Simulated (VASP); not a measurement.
# Ti4W (Pm-3m) in VASP: a series of runs

The runs below take Ti4W through single point, relaxation of cell and atoms, with PBE.

Everything below comes from runs of VASP 6.6.1. Logs are shortened: lines on timing, memory, paths and dates and some standing lists are left out, and cuts for length are marked.

**1. The cell of the first run**

The structure is cubic, space group Pm-3m (No. 221). Conventional cell: a = 4.110 Å, b = 4.110 Å, c = 4.110 Å, α = 90.00°, β = 90.00°, γ = 90.00°. Ti (site symmetry m-3m) has 6 Ti at 2.06 Å within 2.7 Å. Ti (site symmetry 4/mmm) has 2 Ti at 2.06 Å within 2.7 Å. Within 3.8 Å of W (site symmetry m-3m) lie 20 Ti at 2.91 to 3.56 Å.

**2. Single point, PBE**

Contents of INCAR:

```
SYSTEM = Ti4W
  PREC = Accurate
  ENCUT = 520
  EDIFF = 1E-6
  ISMEAR = 0
  SIGMA = 0.1
  LREAL = .FALSE.
  LASPH = .TRUE.
  NELM = 100
  ALGO = Normal
  ISIF = 2
  LWAVE = .FALSE.
  LCHARG = .FALSE.
  GGA = PE
  NBANDS = 39
```

Contents of KPOINTS:

```
regular mesh
0
G
  4 4 4
  0 0 0
```

Contents of POSCAR:

```
Ti4W
1.0
    4.1103742700      0.0000000000      0.0000000000
    0.0000000000      4.1103742700      0.0000000000
    0.0000000000      0.0000000000      4.1103742700
Ti W
4 1
Direct
    0.5000000000      0.5000000000      0.5000000000
    0.0000000000      0.5000000000      0.5000000000
    0.5000000000      0.0000000000      0.5000000000
    0.5000000000      0.5000000000      0.0000000000
    0.0000000000      0.0000000000      0.0000000000
```

Potentials or basis: VASP PAW PBE potentials, release 64 (Ti_sv, W_sv).

Run with:

```
$ cat potpaw_PBE.64/Ti_sv/POTCAR potpaw_PBE.64/W_sv/POTCAR > POTCAR
$ mpirun -np 1 vasp_std > vasp.out
```

OUTCAR:

```text
SYSTEM = Ti4W
   PREC = Accurate
   ENCUT = 520
   EDIFF = 1E-6
   ISMEAR = 0
   LREAL = .FALSE.
   LASPH = .TRUE.
   NELM = 100
   ISIF = 2
   GGA = PE

 ion  position               nearest neighbor table
   1  0.500  0.500  0.500-   2 2.06   3 2.06   4 2.06   4 2.06   3 2.06   2 2.06
   2  0.000  0.500  0.500-   1 2.06   1 2.06   4 2.91   5 2.91   4 2.91   5 2.91   3 2.91   5 2.91
                             5 2.91   3 2.91   3 2.91   4 2.91   4 2.91   3 2.91
   3  0.500  0.000  0.500-   1 2.06   1 2.06   4 2.91   5 2.91   4 2.91   5 2.91   2 2.91   2 2.91
                             4 2.91   4 2.91   2 2.91   5 2.91   5 2.91   2 2.91
   4  0.500  0.500  0.000-   1 2.06   1 2.06   3 2.91   5 2.91   2 2.91   2 2.91   3 2.91   3 2.91
                             5 2.91   3 2.91   2 2.91   5 2.91   2 2.91   5 2.91
   5  0.000  0.000  0.000-   2 2.91   3 2.91   4 2.91   2 2.91   3 2.91   2 2.91   4 2.91   2 2.91
                             3 2.91   4 2.91   3 2.91   4 2.91

  LATTYP: Found a simple cubic cell.
 ALAT       =     4.1103742700

  Lattice vectors:

 A1 = (   4.1103742700,   0.0000000000,   0.0000000000)
 A2 = (   0.0000000000,   4.1103742700,   0.0000000000)
 A3 = (   0.0000000000,   0.0000000000,   4.1103742700)

Analysis of symmetry for initial positions (statically):
=====================================================================
 Subroutine PRICEL returns:
 Original cell was already a primitive cell.

 Routine SETGRP: Setting up the symmetry group for a
 simple cubic supercell.

 Subroutine GETGRP returns: Found 48 space group operations
 (whereof 48 operations were pure point group operations)
 out of a pool of 48 trial point group operations.

The static configuration has the point symmetry O_h .

Analysis of symmetry for dynamics (positions and initial velocities):
=====================================================================
 Subroutine PRICEL returns:
 Original cell was already a primitive cell.

 Routine SETGRP: Setting up the symmetry group for a
 simple cubic supercell.

 Subroutine GETGRP returns: Found 48 space group operations
 (whereof 48 operations were pure point group operations)
 out of a pool of 48 trial point group operations.

The dynamic configuration has the point symmetry O_h .

 Subroutine INISYM returns: Found 48 space group operations
 (whereof 48 operations are pure point group operations),
 and found     1 'primitive' translations

----------------------------------------------------------------------------------------

[... 87 lines left out ...]
   IBRION =     -1    ionic relax: 0-MD 1-quasi-New 2-CG
   NFREE  =      0    steps in history (QN), initial steepest desc. (CG)
   ISIF   =      2    stress and relaxation
   ISYM   =      2    0-nonsym 1-usesym 2-fastsym
   POTIM  = 0.5000    time-step for ionic-motion
   TEBEG  =    0.0;   TEEND  =   0.0 temperature during run
   PSTRESS=    0.0 pullay stress
   NELECT =      62.0000    total number of electrons
   NUPDOWN=      -1.0000    fix difference up-down
   EMIN   =  10.00;   EMAX   =-10.00  energy-range for DOS
   EFERMI =   0.00;   METHOD = LEGACY
   ISMEAR =     0;   SIGMA  =   0.10  broadening in eV -4-tet -1-fermi 0-gaus
   EFERMI_NEDOS =   21; number of points for ismear=-14 and -15
   IALGO  =     38    algorithm
   IMIX   =      4    mixing-type and parameters
     AMIX     =   0.40;   BMIX     =  1.00
     AMIX_MAG =   1.60;   BMIX_MAG =  1.00
  volume/ion in A,a.u.               =      13.89        93.73
  Fermi-wavevector in a.u.,A,eV,Ry     =   1.576367  2.978902 33.809569  2.484933
  Thomas-Fermi vector in A             =   2.677211
   LORBIT       =      0    0 simple, 1 ext, 2 COOP (PROOUT), +10 PAW based schemes
   GGA     = PE    functional components
   LHFCALC =     F    Hartree Fock is set to
   AEXX    =    0.0000 exact exchange contribution
   IVDW    =     0    specifies the selected vdW correction
   LEPSILON=     F    determine dielectric tensor
   LRPA    =     F    only Hartree local field effects (RPA)
 non-spin polarized calculation
 Gauss-broadening in eV      SIGMA  =   0.10
  energy-cutoff  :      520.00
  volume of cell :       69.45
 maximum number of plane-waves:      1888
 NGX is ok and might be reduce to    32
   NGX = 15   NGY = 15   NGZ = 15

 number of electron      62.0000030 magnetization

 Free energy of the ion-electron system (eV)
  ---------------------------------------------------
  ext. energy  EPLUGINS =         0.00000000
  ---------------------------------------------------
  free energy    TOTEN  =       -36.10740457 eV

  energy without entropy =      -36.06072904  energy(sigma->0) =      -36.08406681

 E-fermi :  10.9843     XC(G=0): -12.8323

 val. band max:       10.9309121966   @ k =   0.5000   0.5000   0.5000
 cond. band min:      11.0139503132   @ k =   0.5000   0.2500   0.2500
 fundamental gap:      0.0830381167
 Fermi energy:        10.9842944901

 k-point     1 :       0.0000    0.0000    0.0000
  band No.  band energies     occupation
      1     -62.7144      2.00000
      2     -45.9514      2.00000
      3     -45.2023      2.00000
      4     -45.2023      2.00000
      5     -43.4586      2.00000
      6     -26.9191      2.00000
[... 409 lines left out ...]
     38      14.1729      0.00000
     39      14.6036      0.00000

------------------------ aborting loop because EDIFF is reached ----------------------------------------

  FORCE on cell =-STRESS in cart. coord.  units (eV):
  Direction    XX          YY          ZZ          XY          YZ          ZX
  --------------------------------------------------------------------------------------
  -------------------------------------------------------------------------------------
  Total       19.5175239     19.5175239     19.5175239      0.0000000     -0.0000000     -0.0000000
  in kB      450.2888536    450.2888536    450.2888536      0.0000000     -0.0000000     -0.0000000
  external PRESSURE =     450.2888536 kB  Pullay stress =       0.0000000 kB

 VOLUME and BASIS-vectors are now :
 -----------------------------------------------------------------------------
  energy-cutoff  :      520.00
  volume of cell :       69.45
      direct lattice vectors                 reciprocal lattice vectors
     4.110374270  0.000000000  0.000000000     0.243286848  0.000000000  0.000000000
     0.000000000  4.110374270  0.000000000     0.000000000  0.243286848  0.000000000
     0.000000000  0.000000000  4.110374270     0.000000000  0.000000000  0.243286848

 POSITION                                       TOTAL-FORCE (eV/Angst)
 -----------------------------------------------------------------------------------
      2.05519      2.05519      2.05519         0.000000      0.000000      0.000000
      0.00000      2.05519      2.05519         0.000000      0.000000      0.000000
      2.05519      0.00000      2.05519         0.000000      0.000000      0.000000
      2.05519      2.05519      0.00000         0.000000      0.000000      0.000000
      0.00000      0.00000      0.00000         0.000000      0.000000      0.000000
 -----------------------------------------------------------------------------------
    total drift:                                0.000000     -0.000000     -0.000000

  FREE ENERGIE OF THE ION-ELECTRON SYSTEM (eV)
  ---------------------------------------------------
  free  energy   TOTEN  =       -36.1074045745 eV

  energy  without entropy=      -36.0607290409  energy(sigma->0) =      -36.08406681
```

stdout:

```text
POSCAR found type information on POSCAR TiW
 POSCAR found :  2 types and       5 ions
 scaLAPACK will be used
 LDA part: xc-table for (Slater+PW92), standard interpolation
 POSCAR, INCAR and KPOINTS ok, starting setup
 FFT: planning ... GRIDC
 FFT: planning ... GRID_SOFT
 FFT: planning ... GRID
 WAVECAR not read
 entering main loop
```

It took 49 s on 1 thread of Intel Xeon Platinum 8488C (Sapphire Rapids), shared host; peak memory 0.18 GiB.

Results:

```yaml
Free_energy: -36.1074 eV
Pressure: 45.0 GPa
Band_gap_on_the_k_mesh: zero (band 31 reaches 11.43 eV, above the bottom of band 32 at 10.36 eV)
```

Caveat: the k points lie up to 0.38 Å⁻¹ apart; spin-orbit coupling is left out, which moves the levels of the heavy elements.

**3. Relaxation of cell and atoms, PBE**

Contents of INCAR:

```
  PREC = Accurate
  ENCUT = 600
  EDIFF = 1E-6
  ISMEAR = 0
  SIGMA = 0.1
  LREAL = False
  LASPH = True
  NELM = 100
  ALGO = Normal
  ISIF = 3
  LWAVE = False
  LCHARG = False
  GGA = PE
  IBRION = 2
  NSW = 90
  EDIFFG = -0.04
```

Contents of KPOINTS:

```
regular mesh
0
Gamma
  4 4 4
```

POSCAR is that of step 2.

Potentials or basis: VASP PAW PBE potentials, release 64 (Ti_sv, W_sv).

Run with:

```
$ cat potpaw_PBE.64/Ti_sv/POTCAR potpaw_PBE.64/W_sv/POTCAR > POTCAR
$ mpirun -np 1 vasp_std > vasp.out
```

Run time: 3.2 min. Hardware: 1 thread of Intel Xeon Platinum 8488C (Sapphire Rapids), shared host; peak memory 0.22 GiB.

The run converged. Its results:

```yaml
Free_energy: -38.5145 eV
Relaxed_volume: 18.13 Å³/atom
Relaxed_cell: a = 4.492 Å, b = 4.492 Å, c = 4.492 Å, α = 90.00°, β = 90.00°, γ = 90.00°
Space_group_after_relaxing_to_0.05_Å: Pm-3m (No. 221)
Energy_gained_by_relaxing: 481.5 meV/atom
Ionic_steps: 4
Pressure_after_relaxing: -0.2 GPa
Band_gap_on_the_k_mesh: zero (band 31 reaches 8.45 eV, above the bottom of band 32 at 7.42 eV)
```

The path:
| step | energy change (eV) | largest force (eV/Å) | pressure (GPa) | volume (Å³) |
| --- | --- | --- | --- | --- |
| 1 | 0.0000 | 0.0000 | 45.00 | 69.45 |
| 2 | -0.7815 | 0.0000 | -16.09 | 116.49 |
| 3 | -2.4062 | 0.0000 | -0.73 | 91.14 |
| 4 | -2.4076 | 0.0000 | -0.17 | 90.65 |

Final structure:
```yaml
crystal:
  lattice:
    - [4.49210, 0.00000, 0.00000]
    - [0.00000, 4.49210, 0.00000]
    - [0.00000, 0.00000, 4.49210]
  atoms:
    - { symbol: Ti, position: [0.50000, 0.50000, 0.50000] }
    - { symbol: Ti, position: [0.00000, 0.50000, 0.50000] }
    - { symbol: Ti, position: [0.50000, 0.00000, 0.50000] }
    - { symbol: Ti, position: [0.50000, 0.50000, 0.00000] }
    - { symbol: W, position: [0.00000, 0.00000, 0.00000] }
```

Levels at points of the mesh, in eV from the Fermi level:
```tsv
k point	band 27	band 28	band 29	band 30	band 31	band 32	band 33	band 34	band 35	band 36
(0.00, 0.00, 0.00)	-1.47	-1.47	-1.32	-0.34	-0.34	-0.34	1.68	1.68	1.68	2.32
(0.50, 0.00, 0.00)	-1.49	-1.10	-1.08	-1.08	-0.94	0.28	0.31	1.22	1.22	1.31
(0.50, 0.50, 0.00)	-1.20	-0.73	-0.31	-0.24	0.13	0.13	0.60	0.75	0.75	1.12
(0.50, 0.50, 0.50)	-1.08	0.00	0.00	0.57	0.57	0.57	0.70	0.70	0.70	1.15
```

Caveat: the k points lie up to 0.35 Å⁻¹ apart in the final cell; the volume moved by over 15 % at a fixed basis, so the end points are rough; spin-orbit coupling is left out, which moves the levels of the heavy elements.
